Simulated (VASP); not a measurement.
# HfSiO4 (I4_1/amd) in VASP: settings compared

HfSiO4 is run at these levels: PBE, r2SCAN; tasks: single point.

Program: VASP 6.6.1. These are calculated values, not measurements. Logs are shortened: lines on timing, memory, paths and dates and some standing lists are left out, and cuts for length are marked.

### Step 1. The cell of the first run

The structure is tetragonal, space group I4_1/amd (No. 141). The conventional cell has a = 6.645 Å, b = 6.645 Å, c = 6.014 Å, α = 90.00°, β = 90.00°, γ = 90.00°. Within 2.8 Å of Hf (site symmetry -4m2) lie 8 O at 2.14 to 2.28 Å. Si (site symmetry -4m2) has 4 O at 1.64 Å within 2.2 Å. O (site symmetry m) has 1 Si at 1.64 Å and 2 Hf at 2.14 to 2.28 Å within 2.3 Å.

### Step 2. Single point, PBE

INCAR

```
SYSTEM = HfSiO4
PREC     = Accurate       ! precision mode
ENCUT    = 520            ! plane-wave cutoff, eV
EDIFF    = 1E-7           ! SCF threshold, eV
ISMEAR   = -1             ! smearing method
SIGMA    = 0.02           ! smearing width, eV
LREAL    = .FALSE.        ! projectors in reciprocal space
LASPH    = .TRUE.         ! aspherical terms in the spheres
NELM     = 60             ! most SCF steps
ALGO     = Normal         ! electronic algorithm
ISIF     = 2              ! what is computed and relaxed
LWAVE    = .FALSE.        ! write WAVECAR
LCHARG   = .FALSE.        ! write CHGCAR
GGA      = PE             ! functional
NBANDS   = 50             ! bands
```

KPOINTS

```
regular mesh
0
G
  6 6 6
  0 0 0
```

POSCAR

```
HfSiO4
1.0
   -3.3227451994      3.3227451994      3.0072237612
    3.3227451994     -3.3227451994      3.0072237612
    3.3227451994      3.3227451994     -3.0072237612
Hf Si O
2 2 8
Direct
    0.7500000000      0.2500000000      0.5000000000
    0.0000000000      0.0000000000      0.0000000000
    0.2500000000      0.7500000000      0.5000000000
    0.5000000000      0.5000000000      0.0000000000
    0.1347369475      0.3189317713      0.8158051762
    0.0689317713      0.7531265951      0.6841948238
    0.5031265951      0.3189317713      0.1841948238
    0.0689317713      0.3847369475      0.3158051762
    0.6152630525      0.9310682287      0.6841948238
    0.6810682287      0.8652630525      0.1841948238
    0.2468734049      0.9310682287      0.3158051762
    0.6810682287      0.4968734049      0.8158051762
```

Potentials or basis: VASP PAW PBE potentials, release 64 (Hf_pv, Si, O).

Started as:

```sh
$ cat potpaw_PBE.64/Hf_pv/POTCAR potpaw_PBE.64/Si/POTCAR potpaw_PBE.64/O/POTCAR > POTCAR
$ mpirun -np 1 vasp_std > vasp.out
```

OUTCAR:

```text
SYSTEM = HfSiO4
   PREC = Accurate
   ENCUT = 520
   EDIFF = 1E-7
   ISMEAR = -1
   LREAL = .FALSE.
   LASPH = .TRUE.
   NELM = 60
   ISIF = 2
   GGA = PE

 ion  position               nearest neighbor table
   1  0.750  0.250  0.500-   7 2.14  12 2.14  10 2.14   5 2.14   8 2.28   9 2.28   6 2.28  11 2.28
                             3 3.01   3 3.01   2 3.65   2 3.65   2 3.65   2 3.65
   2  0.000  0.000  0.000-   6 2.14  11 2.14   9 2.14   8 2.14  10 2.28   5 2.28   7 2.28  12 2.28
                             4 3.01   4 3.01   1 3.65   1 3.65   1 3.65   1 3.65
   3  0.250  0.750  0.500-   6 1.64   8 1.64   9 1.64  11 1.64   1 3.01   1 3.01
   4  0.500  0.500  0.000-   5 1.64   7 1.64  10 1.64  12 1.64   2 3.01   2 3.01
   5  0.135  0.319  0.816-   4 1.64   1 2.14   2 2.28
   6  0.069  0.753  0.684-   3 1.64   2 2.14   1 2.28
   7  0.503  0.319  0.184-   4 1.64   1 2.14   2 2.28
   8  0.069  0.385  0.316-   3 1.64   2 2.14   1 2.28
   9  0.615  0.931  0.684-   3 1.64   2 2.14   1 2.28
  10  0.681  0.865  0.184-   4 1.64   1 2.14   2 2.28
  11  0.247  0.931  0.316-   3 1.64   2 2.14   1 2.28
  12  0.681  0.497  0.816-   4 1.64   1 2.14   2 2.28

  LATTYP: Found a body centered tetragonal cell.
 ALAT       =     6.6454903988
 C/A-ratio  =     0.9050419399

  Lattice vectors:

 A1 = (  -3.3227451994,   3.3227451994,   3.0072237612)
 A2 = (   3.3227451994,  -3.3227451994,   3.0072237612)
 A3 = (   3.3227451994,   3.3227451994,  -3.0072237612)

Analysis of symmetry for initial positions (statically):
=====================================================================
 Subroutine PRICEL returns:
 Original cell was already a primitive cell.

 Routine SETGRP: Setting up the symmetry group for a
 body centered tetragonal supercell.

 Subroutine GETGRP returns: Found 16 space group operations
 (whereof  8 operations were pure point group operations)
 out of a pool of 16 trial point group operations.

The static configuration has the point symmetry D_2d.
 The point group associated with its full space group is D_4h.

Analysis of symmetry for dynamics (positions and initial velocities):
=====================================================================
 Subroutine PRICEL returns:
 Original cell was already a primitive cell.

 Routine SETGRP: Setting up the symmetry group for a
 body centered tetragonal supercell.

 Subroutine GETGRP returns: Found 16 space group operations
 (whereof  8 operations were pure point group operations)
 out of a pool of 16 trial point group operations.

The dynamic configuration has the point symmetry D_2d.
 The point group associated with its full space group is D_4h.

 Subroutine INISYM returns: Found 16 space group operations
 (whereof  8 operations are pure point group operations),
 and found     1 'primitive' translations

----------------------------------------------------------------------------------------

                                     Primitive cell

  volume of cell :     132.8066

  direct lattice vectors                    reciprocal lattice vectors
    -3.322745199  3.322745199  3.007223761     0.000000000  0.150477984  0.166266311
     3.322745199 -3.322745199  3.007223761     0.150477984  0.000000000  0.166266311
     3.322745199  3.322745199 -3.007223761     0.150477984  0.150477984  0.000000000

  length of vectors
     5.578948474  5.578948474  5.578948474     0.224250105  0.224250105  0.212808006

  position of ions in fractional coordinates (direct lattice)
     0.750000000  0.250000000  0.500000000
     0.000000000  0.000000000  0.000000000
     0.250000000  0.750000000  0.500000000
     0.500000000  0.500000000  0.000000000
     0.134736948  0.318931771  0.815805176
     0.068931771  0.753126595  0.684194824
     0.503126595  0.318931771  0.184194824
     0.068931771  0.384736948  0.315805176
     0.615263052  0.931068229  0.684194824
     0.681068229  0.865263052  0.184194824
     0.246873405  0.931068229  0.315805176
     0.681068229  0.496873405  0.815805176

  ion indices of the primitive-cell ions
   primitive index   ion index
                 1           1
                 2           2
                 3           3
                 4           4
                 5           5
                 6           6
                 7           7
                 8           8
                 9           9
                10          10
                11          11
                12          12

----------------------------------------------------------------------------------------

 KPOINTS: regular mesh

Automatic generation of k-mesh.
 Grid dimensions read from file:
 generate k-points for:    6    6    6

 Generating k-lattice:

  Cartesian coordinates                     Fractional coordinates (reciprocal lattice)
     0.000000000  0.025079664  0.027711052     0.166666667  0.000000000  0.000000000
     0.025079664  0.000000000  0.027711052     0.000000000  0.166666667  0.000000000
[... 47 lines left out ...]
   IBRION =     -1    ionic relax: 0-MD 1-quasi-New 2-CG
   NFREE  =      0    steps in history (QN), initial steepest desc. (CG)
   ISIF   =      2    stress and relaxation
   ISYM   =      2    0-nonsym 1-usesym 2-fastsym
   POTIM  = 0.5000    time-step for ionic-motion
   TEBEG  =    0.0;   TEEND  =   0.0 temperature during run
   PSTRESS=    0.0 pullay stress
   NELECT =      76.0000    total number of electrons
   NUPDOWN=      -1.0000    fix difference up-down
   EMIN   =  10.00;   EMAX   =-10.00  energy-range for DOS
   EFERMI =   0.00;   METHOD = LEGACY
   ISMEAR =    -1;   SIGMA  =   0.02  broadening in eV -4-tet -1-fermi 0-gaus
   EFERMI_NEDOS =   21; number of points for ismear=-14 and -15
   IALGO  =     38    algorithm
   IMIX   =      4    mixing-type and parameters
     AMIX     =   0.40;   BMIX     =  1.00
     AMIX_MAG =   1.60;   BMIX_MAG =  1.00
  volume/ion in A,a.u.               =      11.07        74.69
  Fermi-wavevector in a.u.,A,eV,Ry     =   1.359167  2.568453 25.134510  1.847334
  Thomas-Fermi vector in A             =   2.485938
   LORBIT       =      0    0 simple, 1 ext, 2 COOP (PROOUT), +10 PAW based schemes
   GGA     = PE    functional components
   LHFCALC =     F    Hartree Fock is set to
   AEXX    =    0.0000 exact exchange contribution
   IVDW    =     0    specifies the selected vdW correction
   LEPSILON=     F    determine dielectric tensor
   LRPA    =     F    only Hartree local field effects (RPA)
 non-spin polarized calculation
  energy-cutoff  :      520.00
  volume of cell :      132.81
 maximum number of plane-waves:      3595
 NGX is ok and might be reduce to    42
   NGX = 21   NGY = 21   NGZ = 21

 number of electron      76.0000017 magnetization

 Free energy of the ion-electron system (eV)
  ---------------------------------------------------
  ext. energy  EPLUGINS =         0.00000000
  ---------------------------------------------------
  free energy    TOTEN  =      -108.65807940 eV

  energy without entropy =     -108.65807940  energy(sigma->0) =     -108.65807940

 E-fermi :   3.5494     XC(G=0): -10.9387

 val. band max:        3.0552267281   @ k =   0.0000   0.0000   0.0000
 cond. band min:       8.3250882851   @ k =   0.3333   0.3333   0.1667
 fundamental gap:      5.2698615571
 Fermi energy:         3.5493954470

 k-point     1 :       0.0000    0.0000    0.0000
  band No.  band energies     occupation
      1     -26.4107      2.00000
      2     -26.4107      2.00000
      3     -26.3506      2.00000
      4     -26.3416      2.00000
      5     -26.2559      2.00000
      6     -26.2559      2.00000
[... 42 lines left out ...]
     49      12.0393      0.00000
     50      12.6421      0.00000

 k-point     2 :       0.1667    0.0000    0.0000
  band No.  band energies     occupation
      1     -26.4121      2.00000
      2     -26.4101      2.00000
      3     -26.3497      2.00000
      4     -26.3415      2.00000
      5     -26.2598      2.00000
      6     -26.2547      2.00000
[... 1158 lines left out ...]
 k-point    24 :      -0.1667   -0.3333    0.1667
  band No.  band energies     occupation
      1     -26.4163      2.00000
      2     -26.4148      2.00000
      3     -26.3532      2.00000
      4     -26.3421      2.00000
      5     -26.2557      2.00000
      6     -26.2511      2.00000
[... 42 lines left out ...]
     49      11.6107      0.00000
     50      12.5685      0.00000

 [... further k-points ...]
[... 5 lines left out ...]
  --------------------------------------------------------------------------------------
  -------------------------------------------------------------------------------------
  Total       -1.4241353     -1.4241353     -1.1514000      0.0000000      0.0000000      0.0000000
  in kB      -17.1807460    -17.1807460    -13.8904717      0.0000000      0.0000000      0.0000000
  external PRESSURE =     -16.0839879 kB  Pullay stress =       0.0000000 kB

 VOLUME and BASIS-vectors are now :
 -----------------------------------------------------------------------------
  energy-cutoff  :      520.00
  volume of cell :      132.81
      direct lattice vectors                 reciprocal lattice vectors
    -3.322745199  3.322745199  3.007223761     0.000000000  0.150477984  0.166266311
     3.322745199 -3.322745199  3.007223761     0.150477984  0.000000000  0.166266311
     3.322745199  3.322745199 -3.007223761     0.150477984  0.150477984  0.000000000

 POSITION                                       TOTAL-FORCE (eV/Angst)
 -----------------------------------------------------------------------------------
      0.00000      3.32275      1.50361        -0.000000     -0.000000     -0.000000
      0.00000      0.00000      0.00000        -0.000000     -0.000000     -0.000000
      3.32275      0.00000      1.50361         0.000000     -0.000000     -0.000000
      0.00000      0.00000      3.00722        -0.000000     -0.000000     -0.000000
      3.32275      2.09868     -1.08903        -0.000000     -0.127341     -0.133636
      4.54681      0.00000      0.41459         0.127341     -0.000000     -0.133636
     -0.00000      1.22406      1.91820        -0.000000      0.127341     -0.133636
      2.09868     -0.00000      0.41459        -0.127341     -0.000000     -0.133636
      3.32275      1.22406      2.59264         0.000000      0.127341      0.133636
      1.22406     -0.00000      4.09625         0.127341      0.000000      0.133636
      3.32275     -1.22406      2.59264         0.000000     -0.127341      0.133636
      2.09868      3.32275      1.08903        -0.127341     -0.000000      0.133636
 -----------------------------------------------------------------------------------
    total drift:                               -0.000000     -0.000000      0.000000

  FREE ENERGIE OF THE ION-ELECTRON SYSTEM (eV)
  ---------------------------------------------------
  free  energy   TOTEN  =      -108.6580794008 eV

  energy  without entropy=     -108.6580794008  energy(sigma->0) =     -108.65807940
```

Wall time 5 min (1 thread of Oxide Virtual Turin-like, shared host); peak memory 0.31 GiB.

What came out:

```
Free energy            : -108.6581 eV
Pressure               : -1.6 GPa
Largest force          : 0.185 eV/Å
Band gap on the k mesh : 5.27 eV (least direct gap 5.60 eV)
```

Forces in eV/Å, atoms in the order of the input:
```
Hf   0.000  0.000  0.000
Hf   0.000  0.000  0.000
Si   0.000  0.000  0.000
Si   0.000  0.000  0.000
O    0.000 -0.127 -0.134
O    0.127  0.000 -0.134
O    0.000  0.127 -0.134
O   -0.127  0.000 -0.134
O    0.000  0.127  0.134
O    0.127  0.000  0.134
O    0.000 -0.127  0.134
O   -0.127  0.000  0.134
```

Stress tensor (GPa, compression positive):
```
-1.72  0.00  0.00
 0.00 -1.72  0.00
 0.00  0.00 -1.39
```

Levels at points of the mesh, in eV from the valence-band top:
```csv
k point,band 35,band 36,band 37,band 38,band 39,band 40,band 41,band 42
"(0.00, 0.00, 0.00)",-0.60,-0.60,-0.53,0.00,5.60,5.91,5.96,6.04
"(0.50, 0.00, 0.00)",-0.95,-0.80,-0.24,-0.22,5.50,5.66,6.39,6.54
"(0.50, 0.50, 0.00)",-0.89,-0.89,-0.58,-0.58,5.28,5.28,6.35,6.35
"(0.50, 0.50, 0.50)",-1.07,-1.07,-0.89,-0.89,6.06,6.06,6.38,6.38
```

Caveat: spin-orbit coupling is left out, which moves the levels of the heavy elements. Expect the measured gap to be larger: semilocal functionals such as PBE lack the derivative discontinuity.

### Step 3. Single point, r2SCAN

This run uses another cell than the first one, of 10.78 Å³/atom.

POSCAR

```
HfSiO4
1.0
   -3.2908246607      3.2908246607      2.9857636491
    3.2908246607     -3.2908246607      2.9857636491
    3.2908246607      3.2908246607     -2.9857636491
Hf Si O
2 2 8
Direct
    0.7500000000      0.2500000000      0.5000000000
    0.0000000000      0.0000000000      0.0000000000
    0.2500000000      0.7500000000      0.5000000000
    0.5000000000      0.5000000000      0.0000000000
    0.1352530585      0.3198799958      0.8153730627
    0.0698799958      0.7545069331      0.6846269373
    0.5045069331      0.3198799958      0.1846269373
    0.0698799958      0.3852530585      0.3153730627
    0.6147469415      0.9301200042      0.6846269373
    0.6801200042      0.8647469415      0.1846269373
    0.2454930669      0.9301200042      0.3153730627
    0.6801200042      0.4954930669      0.8153730627
```

INCAR.step1

```
  PREC = Accurate
  ENCUT = 520
  ISMEAR = -1
  SIGMA = 0.02
  LREAL = False
  LASPH = True
  NELM = 100
  NBANDS = 50
  GGA = PE
  ALGO = Normal
  EDIFF = 1E-4
  LWAVE = True
  LCHARG = False
```

INCAR.step2

```
  PREC = Accurate
  ENCUT = 520
  EDIFF = 1E-6
  ISMEAR = -1
  SIGMA = 0.02
  LREAL = False
  LASPH = True
  NELM = 100
  ALGO = Normal
  ISIF = 2
  LWAVE = False
  LCHARG = False
  METAGGA = R2SCAN
  LMIXTAU = True
  NBANDS = 50
  ISTART = 1
```

KPOINTS

```
Automatic mesh
0
Gamma
  6 6 6
```

Potentials or basis: VASP PAW PBE potentials, release 64 (Hf_pv, Si, O).

Started as:

```sh
$ cat potpaw_PBE.64/Hf_pv/POTCAR potpaw_PBE.64/Si/POTCAR potpaw_PBE.64/O/POTCAR > POTCAR
$ cp INCAR.step1 INCAR
$ mpirun -np 1 vasp_std > vasp.out
$ cp INCAR.step2 INCAR
$ mpirun -np 1 vasp_std > vasp.out
```

It took 23 min on 1 thread of Oxide Virtual Turin-like, shared host; peak memory 0.35 GiB.

The run converged. Its results:

| Item | Value |
| --- | --- |
| Free energy | -197.6423 eV |
| Pressure | -1.8 GPa |
| Largest force | 0.217 eV/Å |
| Band gap on the k mesh | 5.96 eV (least direct gap 6.31 eV) |

Forces on the atoms (eV/Å):
```
Hf   0.000  0.000  0.000
Hf   0.000  0.000  0.000
Si   0.000  0.000  0.000
Si   0.000  0.000  0.000
O    0.000 -0.153 -0.154
O    0.153  0.000 -0.154
O    0.000  0.153 -0.154
O   -0.153  0.000 -0.154
O    0.000  0.153  0.154
O    0.153  0.000  0.154
O    0.000 -0.153  0.154
O   -0.153  0.000  0.154
```

Stress tensor (GPa, compression positive):
```
-1.99  0.00  0.00
 0.00 -1.99  0.00
 0.00  0.00 -1.35
```

Levels at points of the mesh, in eV from the valence-band top:
| k point | band 35 | band 36 | band 37 | band 38 | band 39 | band 40 | band 41 | band 42 |
| --- | --- | --- | --- | --- | --- | --- | --- | --- |
| (0.00, 0.00, 0.00) | -0.60 | -0.60 | -0.58 | 0.00 | 6.31 | 6.59 | 6.77 | 6.77 |
| (0.50, 0.00, 0.00) | -0.95 | -0.85 | -0.27 | -0.20 | 6.21 | 6.36 | 7.12 | 7.27 |
| (0.50, 0.50, 0.00) | -0.94 | -0.94 | -0.62 | -0.62 | 5.97 | 5.97 | 7.08 | 7.08 |
| (0.50, 0.50, 0.50) | -1.13 | -1.13 | -0.91 | -0.91 | 6.78 | 6.78 | 7.21 | 7.21 |

Caveat: the PAW data sets were made with another functional, which shifts forces and pressure a little; spin-orbit coupling is left out, which moves the levels of the heavy elements. A k mesh can miss the band edges.

### Step 4. Single point, r2SCAN

This run uses another cell than the first one, of 10.78 Å³/atom.

POSCAR is that of step 3.

INCAR.step1

```
ALGO = Normal
EDIFF = 1E-4
ENCUT = 520
GGA = PE
ISMEAR = 0
LASPH = True
LCHARG = False
LREAL = False
LWAVE = True
NBANDS = 50
NELM = 80
PREC = Accurate
SIGMA = 0.01
```

INCAR.step2

```
ALGO = Normal
EDIFF = 1E-6
ENCUT = 520
ISIF = 2
ISMEAR = 0
ISTART = 1
LASPH = True
LCHARG = False
LMIXTAU = True
LREAL = False
LWAVE = False
METAGGA = R2SCAN
NBANDS = 50
NELM = 80
PREC = Accurate
SIGMA = 0.01
```

KPOINTS

```
k-points
0
Gamma
  6 6 6
```

Started as:

```sh
$ cat potpaw_PBE.64/Hf_pv/POTCAR potpaw_PBE.64/Si/POTCAR potpaw_PBE.64/O/POTCAR > POTCAR
$ cp INCAR.step1 INCAR
$ mpirun -np 1 vasp_std > vasp.out
$ cp INCAR.step2 INCAR
$ mpirun -np 1 vasp_std > vasp.out
```

Run time: 24 min. Hardware: 1 thread of Oxide Virtual Turin-like, shared host; peak memory 0.35 GiB.

Results (log left out):

| Quantity | Value |
| --- | --- |
| Free energy | -197.6423 eV |
| Pressure | -1.8 GPa |
| Largest force | 0.217 eV/Å |
| Band gap on the k mesh | 5.96 eV (least direct gap 6.31 eV) |

Forces in eV/Å, atoms in the order of the input:
```
Hf   0.000  0.000  0.000
Hf   0.000  0.000  0.000
Si   0.000  0.000  0.000
Si   0.000  0.000  0.000
O    0.000 -0.153 -0.154
O    0.153  0.000 -0.154
O    0.000  0.153 -0.154
O   -0.153  0.000 -0.154
O    0.000  0.153  0.154
O    0.153  0.000  0.154
O    0.000 -0.153  0.154
O   -0.153  0.000  0.154
```

Stress tensor (GPa, compression positive):
```
-1.99  0.00  0.00
 0.00 -1.99  0.00
 0.00  0.00 -1.35
```

Levels at points of the mesh, in eV from the valence-band top:
```
           k point  band 35  band 36  band 37  band 38  band 39  band 40  band 41  band 42
(0.00, 0.00, 0.00)    -0.60    -0.60    -0.58     0.00     6.31     6.59     6.77     6.77
(0.50, 0.00, 0.00)    -0.95    -0.85    -0.27    -0.20     6.21     6.36     7.12     7.27
(0.50, 0.50, 0.00)    -0.94    -0.94    -0.62    -0.62     5.97     5.97     7.08     7.08
(0.50, 0.50, 0.50)    -1.13    -1.13    -0.91    -0.91     6.78     6.78     7.21     7.21
```

Caveat: the PAW data sets were made with another functional, which shifts forces and pressure a little; spin-orbit coupling is left out, which moves the levels of the heavy elements. A k mesh can miss the band edges.

### Step 5. Overview

```csv
level,cell,smearing,gap on the mesh (eV),pressure (GPa),largest force (eV/Å)
PBE,"a = 5.579 Å, angles 106.9, 106.9, 114.8°, 12 atoms, atomic positions A",fermi-dirac 0.02 eV,5.27,-1.6,0.18
r2SCAN,"a = 5.529 Å, angles 107.0, 107.0, 114.6°, 12 atoms, atomic positions B",fermi-dirac 0.02 eV,5.96,-1.8,0.22
r2SCAN,"a = 5.529 Å, angles 107.0, 107.0, 114.6°, 12 atoms, atomic positions B",gaussian 0.01 eV,5.96,-1.8,0.22
```

Alike in all rows: task single point; potentials or basis VASP PAW PBE potentials, release 64 (Hf_pv, Si, O); no spin polarisation; k mesh 6 × 6 × 6; cutoff (eV) 520.

Caveats: spin-orbit coupling is left out, which moves the levels of the heavy elements; the PAW data sets were made with another functional, which shifts forces and pressure a little (at least some runs).

Total energies depend on the potentials used, so only differences within one code and one set of settings carry meaning.
